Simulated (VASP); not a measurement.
Input of a VASP 6.6.1 run:

INCAR

```
SYSTEM = Sc2Al
  PREC = Accurate
  ENCUT = 520
  EDIFF = 1E-6
  ISMEAR = -1
  SIGMA = 0.1
  LREAL = .False.
  LASPH = .True.
  NELM = 100
  ALGO = Normal
  ISIF = 2
  LWAVE = .False.
  LCHARG = .False.
  GGA = CA
  NBANDS = 34
```

The input KPOINTS:

```
Automatic mesh
0
Gamma
  6 6 4
  0 0 0
```

POSCAR

```
Sc2Al
1.0
    4.9357189173      0.0000000000      0.0000000000
   -2.4678645027      4.2744634655      0.0000000000
    0.0000000000      0.0000000000      6.2157084360
Sc Al
4 2
Direct
    0.0000000000      0.0000000000      0.0000000000
    0.0000000000      0.0000000000      0.5000000000
    0.3333333333      0.6666666667      0.7500000000
    0.6666666667      0.3333333333      0.2500000000
    0.3333333333      0.6666666667      0.2500000000
    0.6666666667      0.3333333333      0.7500000000
```

Potentials or basis: VASP PAW LDA potentials, release 64 (Sc_sv, Al).

The run is started by

```bash
$ cat potpaw_LDA.64/Sc_sv/POTCAR potpaw_LDA.64/Al/POTCAR > POTCAR
$ mpirun -np 1 vasp_std > vasp.out
```

(1) Estimate the band gap on the k mesh.

(2) Predict the pressure.

Results:

(1) zero (bands 25 and 26 overlap by 0.68 eV).

(2) -5.9 GPa.

Caveat: the cell stands under tension.
